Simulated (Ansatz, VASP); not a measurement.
## Two plane-wave programs on SiO2

The input INCAR:

```
PREC = Accurate ; ENCUT = 520
EDIFF = 1E-6 ; ISMEAR = 0
SIGMA = 0.1 ; LREAL = Auto
LASPH = True ; NELM = 100
ALGO = Normal ; ISIF = 2
LWAVE = False ; LCHARG = False
GGA = CA ; NBANDS = 82
```

Contents of KPOINTS:

```
Automatic mesh
0
Gamma
  4 4 4
```

The input POSCAR:

```
SiO2
1.0
    7.1600000000      0.0000000000      0.0000000000
    0.0000000000      7.1600000000      0.0000000000
    0.0000000000      0.0000000000      7.1600000000
Si O
8 16
Direct
    0.2550000000      0.2550000000      0.2550000000
    0.2450000000      0.7450000000      0.7550000000
    0.7550000000      0.2450000000      0.7450000000
    0.7450000000      0.7550000000      0.2450000000
    0.9920000000      0.9920000000      0.9920000000
    0.5080000000      0.0080000000      0.4920000000
    0.4920000000      0.5080000000      0.0080000000
    0.0080000000      0.4920000000      0.5080000000
    0.1250000000      0.1250000000      0.1250000000
    0.3750000000      0.8750000000      0.6250000000
    0.6250000000      0.3750000000      0.8750000000
    0.8750000000      0.6250000000      0.3750000000
    0.6600000000      0.6600000000      0.0620000000
    0.8400000000      0.3400000000      0.5620000000
    0.1600000000      0.8400000000      0.9380000000
    0.3400000000      0.1600000000      0.4380000000
    0.0620000000      0.6600000000      0.6600000000
    0.5620000000      0.8400000000      0.3400000000
    0.9380000000      0.1600000000      0.8400000000
    0.4380000000      0.3400000000      0.1600000000
    0.6600000000      0.0620000000      0.6600000000
    0.3400000000      0.5620000000      0.8400000000
    0.8400000000      0.9380000000      0.1600000000
    0.1600000000      0.4380000000      0.3400000000
```

Input for Ansatz:

```yaml
crystal:
  lattice:
    - [7.16, 0.0, 0.0]
    - [0.0, 7.16, 0.0]
    - [0.0, 0.0, 7.16]
  atoms:
    - { symbol: Si, position: [0.255, 0.255, 0.255] }
    - { symbol: Si, position: [0.245, 0.745, 0.755] }
    - { symbol: Si, position: [0.755, 0.245, 0.745] }
    - { symbol: Si, position: [0.745, 0.755, 0.245] }
    - { symbol: Si, position: [0.992, 0.992, 0.992] }
    - { symbol: Si, position: [0.508, 0.008, 0.492] }
    - { symbol: Si, position: [0.492, 0.508, 0.008] }
    - { symbol: Si, position: [0.008, 0.492, 0.508] }
    - { symbol: O, position: [0.125, 0.125, 0.125] }
    - { symbol: O, position: [0.375, 0.875, 0.625] }
    - { symbol: O, position: [0.625, 0.375, 0.875] }
    - { symbol: O, position: [0.875, 0.625, 0.375] }
    - { symbol: O, position: [0.66, 0.66, 0.062] }
    - { symbol: O, position: [0.84, 0.34, 0.562] }
    - { symbol: O, position: [0.16, 0.84, 0.938] }
    - { symbol: O, position: [0.34, 0.16, 0.438] }
    - { symbol: O, position: [0.062, 0.66, 0.66] }
    - { symbol: O, position: [0.562, 0.84, 0.34] }
    - { symbol: O, position: [0.938, 0.16, 0.84] }
    - { symbol: O, position: [0.438, 0.34, 0.16] }
    - { symbol: O, position: [0.66, 0.062, 0.66] }
    - { symbol: O, position: [0.34, 0.562, 0.84] }
    - { symbol: O, position: [0.84, 0.938, 0.16] }
    - { symbol: O, position: [0.16, 0.438, 0.34] }
basis:
  ecutwfc: 420
kpoints:
  mp_grid: { grid: [4, 4, 4] }
hamiltonian:
  xc: lda
scf:
  occupations: { method: gaussian, width: 0.1 }
output:
  forces: true
  stress: true
  eigenvalues: true
```

Alike in both runs: task single point; functional LDA; k mesh 4 × 4 × 4; occupations gaussian, width 0.1 eV; no spin polarisation.

```csv
,VASP,Ansatz
version,VASP 6.6.1,Ansatz 0.2.0
potentials or method,"VASP PAW LDA potentials, release 64 (Si, O), cutoff 520 eV","scalar-relativistic, plane waves, PAW"
valence electrons in the cell,128,128
```

|  | VASP | Ansatz | Ansatz less VASP |
| --- | --- | --- | --- |
| gap on the k mesh at the Fermi level (eV) | 3.96 | 3.99 | +0.026 |
| least direct gap on the mesh (eV) | 3.98 | 4.01 | +0.027 |
| pressure (GPa) | -2.2 | -2.7 | -0.56 |
| rms of the force components (eV/Å) | 1.639 | 1.627 | -0.0122 |

LDA's correlation is that of Perdew and Zunger in VASP and of Perdew and Wang (1992) in Ansatz. Atom by atom the forces differ by 0.024 eV/Å (rms over components).
